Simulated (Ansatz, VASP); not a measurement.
## Ge: VASP beside Ansatz

Contents of INCAR:

```
PREC = Accurate ; ENCUT = 520
EDIFF = 1E-6 ; ISMEAR = 0
SIGMA = 0.15 ; LREAL = F
LASPH = T ; NELM = 80
ALGO = Normal ; ISIF = 2
LWAVE = F ; LCHARG = F
GGA = PS ; NBANDS = 66
KPAR = 4
```

File KPOINTS:

```
regular mesh
0
Gamma
  10 6 6
```

POSCAR

```
Ge
1.0
   -3.9969482473      0.0000000000      0.0000000000
    0.0000000000      0.0000000000     -6.5963325278
    0.0000000000     -6.9229174395      0.0000000000
Ge
8
Direct
    0.0825629905      0.9370884642      0.3810010981
    0.5825629905      0.9370884642      0.8810010981
    0.4174370095      0.4370884642      0.1189989019
    0.9174370095      0.4370884642      0.6189989019
   -0.0825629905      0.5629115358      0.2856655685
    0.4174370095      0.5629115358      0.7856655685
    0.5825629905      0.0629115358      0.2143344315
    1.0825629905      0.0629115358      0.7143344315
```

Input for Ansatz:

```yaml
crystal:
  lattice:
    - [-3.9969482473, 0.0, 0.0]
    - [0.0, 0.0, -6.5963325278]
    - [0.0, -6.9229174395, 0.0]
  atoms:
    - { symbol: Ge, position: [0.0825629905, 0.9370884642, 0.3810010981] }
    - { symbol: Ge, position: [0.5825629905, 0.9370884642, 0.8810010981] }
    - { symbol: Ge, position: [0.4174370095, 0.4370884642, 0.1189989019] }
    - { symbol: Ge, position: [0.9174370095, 0.4370884642, 0.6189989019] }
    - { symbol: Ge, position: [-0.0825629905, 0.5629115358, 0.2856655685] }
    - { symbol: Ge, position: [0.4174370095, 0.5629115358, 0.7856655685] }
    - { symbol: Ge, position: [0.5825629905, 0.0629115358, 0.2143344315] }
    - { symbol: Ge, position: [1.0825629905, 0.0629115358, 0.7143344315] }
basis:
  ecutwfc: 420
kpoints:
  mp_grid: { grid: [10, 6, 6] }
hamiltonian:
  xc: pbesol
  pseudopotentials: { kind: paw, azcp: { folder: soft_1 } }
scf:
  occupations: { method: gaussian, width: 0.15 }
output:
  forces: true
  stress: true
  eigenvalues: true
```

Change from the starting cell: mode 4 frozen in at -0.330 Å and mode 5 at -0.330 Å (largest displacements).

Alike in both runs: task single point; functional PBEsol; k mesh 10 × 6 × 6; occupations gaussian, width 0.15 eV; no spin polarisation.

|  | VASP | Ansatz |
| --- | --- | --- |
| version | VASP 6.6.1 | Ansatz 0.2.0 |
| potentials or method | VASP PAW PBE potentials, release 64 (Ge_d), cutoff 520 eV | scalar-relativistic, plane waves, PAW |
| valence electrons in the cell | 112 | 112 |

Ansatz gave:

```
gap on the k mesh at the Fermi level (eV)                     : none
pressure (GPa)                                                : -1.2
traceless stress, the component that is largest in VASP (GPa) : -2.36
rms of the force components (eV/Å)                            : 0.415
```

Problem. Which values does VASP return?

Solution. gap on the k mesh at the Fermi level (eV): none; pressure (GPa): -1.4; traceless stress, the component that is largest in VASP (GPa): -2.33; rms of the force components (eV/Å): 0.415.

VASP's potentials were made for PBE, not for PBEsol, and Ansatz warns of the same on its side. Atom by atom the forces differ by 0.003 eV/Å (rms over components). A gap of «none» marks a metal or a gap that the smearing closes. The functional is the same, so the differences come from potentials, cutoffs and numerics.
